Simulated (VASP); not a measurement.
# WC (I4/mmm) in VASP: a series of runs, part 2 of 2

VASP 6.6.1. Earlier steps stand in the parts before.

## Step 3: Single point, PBEsol

This run uses another cell than the first one, of the same volume but with other edges.

Input file INCAR:

```
SYSTEM = WC
  PREC = Accurate
  ENCUT = 520
  EDIFF = 1E-6
  ISMEAR = 0
  SIGMA = 0.15
  LREAL = .False.
  LASPH = .True.
  NELM = 100
  ALGO = Normal
  ISIF = 2
  LWAVE = .False.
  LCHARG = .False.
  GGA = PS
  NBANDS = 16
```

Input file KPOINTS:

```
Automatic mesh
0
Gamma
  20 20 20
  0 0 0
```

Input file POSCAR:

```
WC
1.0
    0.0000000000      2.2544819978      2.0741234380
    2.2544819978      0.0000000000      2.0741234380
    2.2544819978      2.2544819978      0.0000000000
W C
1 1
Direct
    0.0000000000      0.0000000000      0.0000000000
    0.5000000000      0.5000000000      0.5000000000
```

Potentials or basis: VASP PAW PBE potentials, release 64 (W_sv, C).

Started as:

```
$ cat potpaw_PBE.64/W_sv/POTCAR potpaw_PBE.64/C/POTCAR > POTCAR
$ mpirun -np 1 vasp_std > vasp.out
```

OUTCAR:

```text
SYSTEM = WC
   PREC = Accurate
   ENCUT = 520
   EDIFF = 1E-6
   ISMEAR = 0
   LREAL = .False.
   LASPH = .True.
   NELM = 100
   ISIF = 2
   GGA = PS

 ion  position               nearest neighbor table
   1  0.000  0.000  0.000-   2 2.07   2 2.07   2 2.25   2 2.25   2 2.25   2 2.25
   2  0.500  0.500  0.500-   1 2.07   1 2.07   1 2.25   1 2.25   1 2.25   1 2.25

  LATTYP: Found a body centered tetragonal cell.
 ALAT       =     3.1883190174
 C/A-ratio  =     1.3010764774

  Lattice vectors:

 A1 = (   0.0000000000,  -2.2544819978,  -2.0741234380)
 A2 = (   0.0000000000,   2.2544819978,  -2.0741234380)
 A3 = (   2.2544819978,   0.0000000000,   2.0741234380)

Analysis of symmetry for initial positions (statically):
=====================================================================
 Subroutine PRICEL returns:
 Original cell was already a primitive cell.

 Routine SETGRP: Setting up the symmetry group for a
 body centered tetragonal supercell.

 Subroutine GETGRP returns: Found 16 space group operations
 (whereof 16 operations were pure point group operations)
 out of a pool of 16 trial point group operations.

The static configuration has the point symmetry D_4h.

Analysis of symmetry for dynamics (positions and initial velocities):
=====================================================================
 Subroutine PRICEL returns:
 Original cell was already a primitive cell.

 Routine SETGRP: Setting up the symmetry group for a
 body centered tetragonal supercell.

 Subroutine GETGRP returns: Found 16 space group operations
 (whereof 16 operations were pure point group operations)
 out of a pool of 16 trial point group operations.

The dynamic configuration has the point symmetry D_4h.

 Subroutine INISYM returns: Found 16 space group operations
 (whereof 16 operations are pure point group operations),
 and found     1 'primitive' translations

----------------------------------------------------------------------------------------

                                     Primitive cell

  volume of cell :      21.0842

  direct lattice vectors                    reciprocal lattice vectors
     0.000000000  2.254481998  2.074123438    -0.221780436  0.221780436  0.241065691
     2.254481998  0.000000000  2.074123438     0.221780436 -0.221780436  0.241065691
     2.254481998  2.254481998  0.000000000     0.221780436  0.221780436 -0.241065691

  length of vectors
     3.063442037  3.063442037  3.188319017     0.395582850  0.395582850  0.395582850

  position of ions in fractional coordinates (direct lattice)
     0.000000000  0.000000000  0.000000000
     0.500000000  0.500000000  0.500000000

  ion indices of the primitive-cell ions
   primitive index   ion index
                 1           1
                 2           2

----------------------------------------------------------------------------------------

 KPOINTS: Automatic mesh

Automatic generation of k-mesh.
 Grid dimensions read from file:
 generate k-points for:   20   20   20

 Generating k-lattice:

  Cartesian coordinates                     Fractional coordinates (reciprocal lattice)
    -0.011089022  0.011089022  0.012053285     0.050000000  0.000000000  0.000000000
     0.011089022 -0.011089022  0.012053285     0.000000000  0.050000000  0.000000000
     0.011089022  0.011089022 -0.012053285    -0.000000000 -0.000000000  0.050000000

  Length of vectors
     0.019779142  0.019779142  0.019779142

  Shift w.r.t. Gamma in fractional coordinates (k-lattice)
     0.000000000  0.000000000  0.000000000

 Subroutine IBZKPT returns following result:
 ===========================================

 Found    641 irreducible k-points:

 Following reciprocal coordinates:
            Coordinates               Weight
  0.000000  0.000000  0.000000      1.000000
  0.050000  0.000000  0.000000      8.000000
  0.100000 -0.000000  0.000000      8.000000
  0.150000 -0.000000  0.000000      8.000000
  0.200000 -0.000000  0.000000      8.000000
  0.250000  0.000000  0.000000      8.000000
[... 16 lines left out ...]
 -0.400000  0.050000  0.000000      8.000000
 -0.350000  0.050000  0.000000      8.000000
 [... further k-points ...]
   k-points           NKPTS =    641   k-points in BZ     NKDIM =    641   number of bands    NBANDS=     16
   number of dos      NEDOS =    301   number of ions     NIONS =      2
   total plane-waves  NPLWV =  13824
   dimension x,y,z NGX =    24 NGY =   24 NGZ =   24
   dimension x,y,z NGXF=    48 NGYF=   48 NGZF=   48
   ions per type =               1   1
   NGX,Y,Z   is equivalent  to a cutoff of  13.02, 13.02, 12.51 a.u.
   NGXF,Y,Z  is equivalent  to a cutoff of  26.05, 26.05, 25.03 a.u.
 SYSTEM =  WC
   PREC   = accura    normal or accurate (medium, high low for compatibility)
   ISTART =      0    job   : 0-new  1-cont  2-samecut
   ICHARG =      2    charge: 1-file 2-atom 10-const
   ISPIN  =      1    spin polarized calculation?
   LNONCOLLINEAR =      F non collinear calculations
   LSORBIT =      F    spin-orbit coupling
   LASPH  =      T    aspherical Exc in radial PAW
   ENCUT  =  520.0 eV  38.22 Ry    6.18 a.u.   5.70  5.70  5.93*2*pi/ulx,y,z
   NELM   =    100;   NELMIN=  2; NELMDL= -5     # of ELM steps
   EDIFF  = 0.1E-05   stopping-criterion for ELM
   LREAL  =      F    real-space projection
   EDIFFG = 0.1E-04   stopping-criterion for IOM
   NSW    =      0    number of steps for IOM
   IBRION =     -1    ionic relax: 0-MD 1-quasi-New 2-CG
   NFREE  =      0    steps in history (QN), initial steepest desc. (CG)
   ISIF   =      2    stress and relaxation
   ISYM   =      2    0-nonsym 1-usesym 2-fastsym
   POTIM  = 0.5000    time-step for ionic-motion
   TEBEG  =    0.0;   TEEND  =   0.0 temperature during run
   PSTRESS=    0.0 pullay stress
   NELECT =      18.0000    total number of electrons
   NUPDOWN=      -1.0000    fix difference up-down
   EMIN   =  10.00;   EMAX   =-10.00  energy-range for DOS
   EFERMI =   0.00;   METHOD = LEGACY
   ISMEAR =     0;   SIGMA  =   0.15  broadening in eV -4-tet -1-fermi 0-gaus
   EFERMI_NEDOS =   21; number of points for ismear=-14 and -15
   IALGO  =     38    algorithm
   IMIX   =      4    mixing-type and parameters
     AMIX     =   0.40;   BMIX     =  1.00
     AMIX_MAG =   1.60;   BMIX_MAG =  1.00
  volume/ion in A,a.u.               =      10.54        71.14
  Fermi-wavevector in a.u.,A,eV,Ry     =   1.553029  2.934800 32.815887  2.411900
  Thomas-Fermi vector in A             =   2.657319
   LORBIT       =      0    0 simple, 1 ext, 2 COOP (PROOUT), +10 PAW based schemes
   GGA     = PS    functional components
   LHFCALC =     F    Hartree Fock is set to
   AEXX    =    0.0000 exact exchange contribution
   IVDW    =     0    specifies the selected vdW correction
   LEPSILON=     F    determine dielectric tensor
   LRPA    =     F    only Hartree local field effects (RPA)
 non-spin polarized calculation
 Gauss-broadening in eV      SIGMA  =   0.15
  energy-cutoff  :      520.00
  volume of cell :       21.08
 maximum number of plane-waves:       588
   NGX = 11   NGY = 11   NGZ = 11

 number of electron      18.0000002 magnetization

 Free energy of the ion-electron system (eV)
  ---------------------------------------------------
  ext. energy  EPLUGINS =         0.00000000
  ---------------------------------------------------
  free energy    TOTEN  =       -22.79991073 eV

  energy without entropy =      -22.78699390  energy(sigma->0) =      -22.79345232

 E-fermi :  12.2207     XC(G=0): -13.8298

 val. band max:       12.2167565550   @ k =  -0.3000   0.0000   0.2500
 cond. band min:      12.2219311521   @ k =   0.3000  -0.0000   0.2500
 fundamental gap:      0.0051745971
 Fermi energy:        12.2206756587

 k-point     1 :       0.0000    0.0000    0.0000
  band No.  band energies     occupation
      1     -63.0844      2.00000
      2     -27.1168      2.00000
      3     -27.0840      2.00000
      4     -27.0840      2.00000
      5      -3.5479      2.00000
      6       9.1990      2.00000
[... 8 lines left out ...]
     15      21.9618      0.00000
     16      34.0704      0.00000
[... 419 lines left out ...]
 k-point    24 :      -0.3500    0.0500    0.0000
  band No.  band energies     occupation
      1     -63.0527      2.00000
      2     -27.5871      2.00000
      3     -27.1677      2.00000
      4     -27.1441      2.00000
      5      -0.4624      2.00000
      6       4.0965      2.00000
[... 8 lines left out ...]
     15      25.1077      0.00000
     16      25.7888      0.00000

 [... further k-points ...]

------------------------ aborting loop because EDIFF is reached ----------------------------------------

  FORCE on cell =-STRESS in cart. coord.  units (eV):
  Direction    XX          YY          ZZ          XY          YZ          ZX
  --------------------------------------------------------------------------------------
  -------------------------------------------------------------------------------------
  Total       -2.8087471     -2.8087471      4.2732385      0.0000000     -0.0000000     -0.0000000
  in kB     -213.4347246   -213.4347246    324.7204039      0.0000000     -0.0000000     -0.0000000
  external PRESSURE =     -34.0496818 kB  Pullay stress =       0.0000000 kB

 VOLUME and BASIS-vectors are now :
 -----------------------------------------------------------------------------
  energy-cutoff  :      520.00
  volume of cell :       21.08
      direct lattice vectors                 reciprocal lattice vectors
     0.000000000  2.254481998  2.074123438    -0.221780436  0.221780436  0.241065691
     2.254481998  0.000000000  2.074123438     0.221780436 -0.221780436  0.241065691
     2.254481998  2.254481998  0.000000000     0.221780436  0.221780436 -0.241065691

 POSITION                                       TOTAL-FORCE (eV/Angst)
 -----------------------------------------------------------------------------------
      0.00000      0.00000      0.00000         0.000000     -0.000000      0.000000
      2.25448      2.25448      2.07412        -0.000000      0.000000     -0.000000
 -----------------------------------------------------------------------------------
    total drift:                                0.000000     -0.000000     -0.000000

  FREE ENERGIE OF THE ION-ELECTRON SYSTEM (eV)
  ---------------------------------------------------
  free  energy   TOTEN  =       -22.7999107347 eV

  energy  without entropy=      -22.7869939012  energy(sigma->0) =      -22.79345232
```

Run time: 50 s. Hardware: 1 thread of Intel Xeon 6975P-C (Granite Rapids), shared host; peak memory 0.32 GiB.

What came out:

| Quantity | Value |
| --- | --- |
| Free energy | -22.7999 eV |
| Pressure | -3.4 GPa |
| Band gap on the k mesh | zero (bands 9 and 10 overlap by 3.37 eV) |

Stress tensor (GPa, compression positive):
```
-21.34   0.00   0.00
  0.00 -21.34   0.00
  0.00   0.00  32.47
```

Caveat: the cell stands under tension; the PAW data sets were made with another functional, which shifts forces and pressure a little; spin-orbit coupling is left out, which moves the levels of the heavy elements.

## Step 4: Single point, PBEsol

This run uses another cell than the first one, of the same volume but with other edges.

Input file INCAR:

```
PREC     = Accurate       # precision mode
ENCUT    = 520            # plane-wave cutoff, eV
EDIFF    = 1E-6           # SCF threshold, eV
ISMEAR   = 0              # smearing method
SIGMA    = 0.15           # smearing width, eV
LREAL    = F              # projectors in reciprocal space
LASPH    = T              # aspherical terms in the spheres
NELM     = 100            # most SCF steps
ALGO     = Normal         # electronic algorithm
ISIF     = 2              # what is computed and relaxed
LWAVE    = F              # write WAVECAR
LCHARG   = T              # write CHGCAR
GGA      = PS             # functional
LELF     = T              # ELF
LVHAR    = T            
NBANDS   = 16             # bands
```

Input file KPOINTS:

```
Automatic mesh
0
Gamma
  20 20 20
```

Input file POSCAR:

```
WC
1.0
    0.0000000000      2.1241172499      2.3365289749
    2.1241172499      0.0000000000      2.3365289749
    2.1241172499      2.1241172499      0.0000000000
W C
1 1
Direct
    0.0000000000      0.0000000000      0.0000000000
    0.5000000000      0.5000000000      0.5000000000
```

Started as:

```
$ cat potpaw_PBE.64/W_sv/POTCAR potpaw_PBE.64/C/POTCAR > POTCAR
$ mpirun -np 1 vasp_std > vasp.out
```

Wall time 51 s (1 thread of Intel Xeon 6975P-C (Granite Rapids), shared host); peak memory 0.32 GiB.

It converged, with:

* Free energy: -22.7991 eV
* Pressure: -2.2 GPa
* Band gap on the k mesh: zero (bands 9 and 10 overlap by 3.04 eV)

Stress tensor (GPa, compression positive):
```
 11.86   0.00   0.00
  0.00  11.86   0.00
  0.00   0.00 -30.46
```

Levels at points of the mesh, in eV from the Fermi level:
```csv
k point,band 6,band 7,band 8,band 9,band 10,band 11,band 12,band 13
"(0.00, 0.00, 0.00)",-3.48,-2.26,-2.26,-1.81,-1.24,-0.86,-0.86,-0.38
"(0.50, 0.00, 0.00)",-9.78,-6.72,-6.54,0.86,1.47,2.56,4.82,7.39
"(0.50, 0.50, 0.00)",-6.16,-5.74,-2.00,-2.00,0.85,2.26,2.26,4.56
"(0.50, 0.00, 0.50)",-5.70,-5.15,-2.67,-2.52,0.72,1.67,2.90,6.04
```

Caveat: the PAW data sets were made with another functional, which shifts forces and pressure a little; spin-orbit coupling is left out, which moves the levels of the heavy elements.

## Step 5: Single point, PBEsol

This run uses another cell than the first one, of the same volume but with other edges.

Input file INCAR:

```
SYSTEM = WC
ALGO = Normal
EDIFF = 1E-6
ENCUT = 520
GGA = PS
ISIF = 2
ISMEAR = 0
LASPH = .True.
LCHARG = .False.
LREAL = .False.
LWAVE = .False.
NBANDS = 16
NELM = 100
PREC = Accurate
SIGMA = 0.15
```

Input file KPOINTS:

```
k-points
0
Gamma
  20 20 20
  0 0 0
```

Input file POSCAR:

```
WC
1.0
    0.0000000000      2.5312687761      1.6453247045
    2.5312687761      0.0000000000      1.6453247045
    2.5312687761      2.5312687761      0.0000000000
W C
1 1
Direct
    0.0000000000      0.0000000000      0.0000000000
    0.5000000000      0.5000000000      0.5000000000
```

Started as:

```
$ cat potpaw_PBE.64/W_sv/POTCAR potpaw_PBE.64/C/POTCAR > POTCAR
$ mpirun -np 1 vasp_std > vasp.out
```

Wall time 66 s (1 thread of Intel Xeon 6975P-C (Granite Rapids), shared host); peak memory 0.32 GiB.

Results (log left out):

```yaml
Free_energy: -15.7238 eV
Pressure: 118.8 GPa
Band_gap_on_the_k_mesh: zero (bands 9 and 10 overlap by 3.43 eV)
```

Stress tensor (GPa, compression positive):
```
-25.36   0.00   0.00
  0.00 -25.36   0.00
  0.00   0.00 407.22
```

Levels at points of the mesh, in eV from the Fermi level:
| k point | band 6 | band 7 | band 8 | band 9 | band 10 | band 11 | band 12 | band 13 |
| --- | --- | --- | --- | --- | --- | --- | --- | --- |
| (0.00, 0.00, 0.00) | -4.84 | -3.22 | -3.13 | -3.13 | -2.45 | -2.45 | 1.07 | 2.77 |
| (0.50, 0.00, 0.00) | -9.41 | -9.05 | -8.55 | -0.15 | 2.20 | 4.10 | 4.27 | 8.44 |
| (0.50, 0.50, 0.00) | -5.88 | -4.50 | -4.50 | 0.78 | 1.06 | 1.06 | 2.59 | 6.80 |
| (0.50, 0.00, 0.50) | -6.70 | -4.45 | -2.68 | -2.62 | 0.66 | 1.67 | 2.16 | 4.87 |

Caveat: the cell stands under pressure; the PAW data sets were made with another functional, which shifts forces and pressure a little; spin-orbit coupling is left out, which moves the levels of the heavy elements.

## Step 6: Summary

```csv
cell,gap on the mesh (eV),pressure (GPa)
"a = 3.295, b = 3.295, c = 2.841 Å, angles 64.5, 64.5, 51.1°, 2 atoms",none,37.5
"a = 3.063, b = 3.063, c = 3.188 Å, angles 58.6, 58.6, 62.7°, 2 atoms",none,-3.4
"a = 3.158, b = 3.158, c = 3.004 Å, angles 61.6, 61.6, 56.8°, 2 atoms",none,-2.2
"a = 3.019, b = 3.019, c = 3.580 Å, angles 53.6, 53.6, 72.7°, 2 atoms",none,118.8
```

Alike in all rows: task single point; level PBEsol; potentials or basis VASP PAW PBE potentials, release 64 (W_sv, C); no spin polarisation; k mesh 20 × 20 × 20; cutoff (eV) 520; smearing gaussian 0.15 eV.

Caveats: the PAW data sets were made with another functional, which shifts forces and pressure a little; spin-orbit coupling is left out, which moves the levels of the heavy elements; the cell stands under pressure (at least some runs); the cell stands under tension (at least some runs).

Total energies depend on the potentials used, so only differences within one code and one set of settings carry meaning.
